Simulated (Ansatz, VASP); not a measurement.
# One calculation of MnSb, two programs

```
Mn Sb
1.0
     0.00000    2.78582    2.78582
     2.78582    0.00000    2.78582
     2.78582    2.78582    0.00000
Mn Sb
1 1
Direct
  0.00000 0.00000 0.00000
  0.50000 0.50000 0.50000
```

Alike in both runs: task single point; functional LDA; k mesh 11 × 11 × 11; occupations fermi-dirac, width 0.03 eV; collinear spin.

|  | VASP | Ansatz |
| --- | --- | --- |
| version | VASP 6.6.1 | Ansatz 0.2.0 |
| potentials or method | VASP PAW LDA potentials, release 64 (Mn_pv, Sb), cutoff 520 eV | all-electron LAPW, scalar-relativistic |

VASP gave:

| Quantity | Value |
| --- | --- |
| pressure (GPa) | -7.4 |
| net moment per atom (μB) | 1.85 |
| size of the moment on the site where the two differ most (μB) | 3.57 |

Task: Which values does Ansatz return?

Result: Pressure (GPa): -7.0; net moment per atom (μB): 1.87; size of the moment on the site where the two differ most (μB): 3.74.

LDA's correlation is that of Perdew and Zunger in VASP and of Perdew and Wang (1992) in Ansatz. Site moments also hang on the region over which each program counts them. Ansatz ran all-electron here, and VASP with PAW potentials.

Neither program's run includes spin-orbit coupling.
